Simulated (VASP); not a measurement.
Here is a VASP 6.6.1 calculation.

INCAR

```
  ALGO = Normal
  EDIFF = 1E-6
  ENCUT = 520
  ISIF = 2
  ISMEAR = 0
  ISPIN = 2
  LASPH = T
  LCHARG = F
  LDAU = T
  LDAUJ = 0.9 0
  LDAUL = 2 -1
  LDAUPRINT = 1
  LDAUTYPE = 1
  LDAUU = 5 0
  LMAXMIX = 4
  LORBIT = 11
  LREAL = F
  LWAVE = F
  MAGMOM = 0 0 0 0
  NBANDS = 28
  NELM = 150
  NUPDOWN = 0.0
  PREC = Accurate
  SIGMA = 0.05
```

File KPOINTS:

```
k-points
0
Gamma
  8 8 8
```

POSCAR

```
NiO
1.0
    0.0000000000      2.0913095100      2.0913095100
    2.0913095100      0.0000000000      2.0913095100
    4.1826190200      4.1826190200      0.0000000000
Ni O
2 2
Direct
    0.0000000000      0.0000000000      0.0000000000
    0.0000000000      0.0000000000      0.5000000000
    0.5000000000      0.5000000000      0.2500000000
    0.5000000000      0.5000000000      0.7500000000
```

Potentials or basis: VASP PAW LDA potentials, release 64 (Ni, O).

The run is started by

```bash
$ cat potpaw_LDA.64/Ni/POTCAR potpaw_LDA.64/O/POTCAR > POTCAR
$ mpirun -np 1 vasp_std > vasp.out
```

(1) Predict the pressure.

Results:

(1) -26.9 GPa.

Caveat: the total moment is fixed, so each spin has its own Fermi level.
